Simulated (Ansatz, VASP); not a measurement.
## SiC in VASP and in Ansatz

The input POSCAR:

```
SiC
1.0
    0.0000000000      2.1781449855      2.1781449855
    2.1781449855      0.0000000000      2.1781449855
    2.1781449855      2.1781449855      0.0000000000
Si C
1 1
Direct
    0.0000000000      0.0000000000      0.0000000000
    0.7500000000      0.7500000000      0.6526088549
```

The input INCAR.step1:

```
SYSTEM = SiC
PREC = Accurate
ENCUT = 520
ISMEAR = 0
SIGMA = 0.05
LREAL = .False.
LASPH = .True.
NELM = 80
NBANDS = 11
GGA = PE
ALGO = Normal
EDIFF = 1E-4
LWAVE = .True.
LCHARG = .False.
```

File INCAR.step2:

```
SYSTEM = SiC
PREC = Accurate
ENCUT = 520
EDIFF = 1E-6
ISMEAR = 0
SIGMA = 0.05
LREAL = .False.
LASPH = .True.
NELM = 80
ALGO = Normal
ISIF = 2
LWAVE = .False.
LCHARG = .False.
METAGGA = R2SCAN
LMIXTAU = .True.
NBANDS = 11
ISTART = 1
```

Contents of KPOINTS:

```
regular mesh
0
Gamma
  10 10 10
  0 0 0
```

Input for Ansatz:

```yaml
crystal:
  lattice:
    - [0.0, 2.1781449855, 2.1781449855]
    - [2.1781449855, 0.0, 2.1781449855]
    - [2.1781449855, 2.1781449855, 0.0]
  atoms:
    - { symbol: Si, position: [0.0, 0.0, 0.0] }
    - { symbol: C, position: [0.75, 0.75, 0.6526088549] }
basis:
  ecutwfc: 500
kpoints:
  mp_grid: { grid: [10, 10, 10] }
hamiltonian:
  xc: r2scan
scf:
  occupations: { method: gaussian, width: 0.05 }
output:
  forces: true
  stress: true
  eigenvalues: true
```

Alike in both runs: task single point; functional r2SCAN; k mesh 10 × 10 × 10; occupations gaussian, width 0.05 eV; no spin polarisation.

```csv
,VASP,Ansatz
version,VASP 6.6.1,Ansatz 0.2.0
potentials or method,"VASP PAW PBE potentials, release 64 (Si, C), cutoff 520 eV","scalar-relativistic, plane waves, PAW"
valence electrons in the cell,8,8
```

|  | VASP | Ansatz | Ansatz less VASP |
| --- | --- | --- | --- |
| gap on the k mesh at the Fermi level (eV) | 0.32 | 0.31 | -0.005 |
| least direct gap on the mesh (eV) | 4.33 | 4.32 | -0.012 |
| pressure (GPa) | 11.3 | 11.6 | +0.32 |
| traceless stress, the component that is largest in VASP (GPa) | -15.57 | -15.74 | -0.170 |
| rms of the force components (eV/Å) | 4.085 | 4.101 | +0.0155 |

VASP's potentials were made for PBE, not for r2SCAN. Atom by atom the forces differ by 0.016 eV/Å (rms over components).
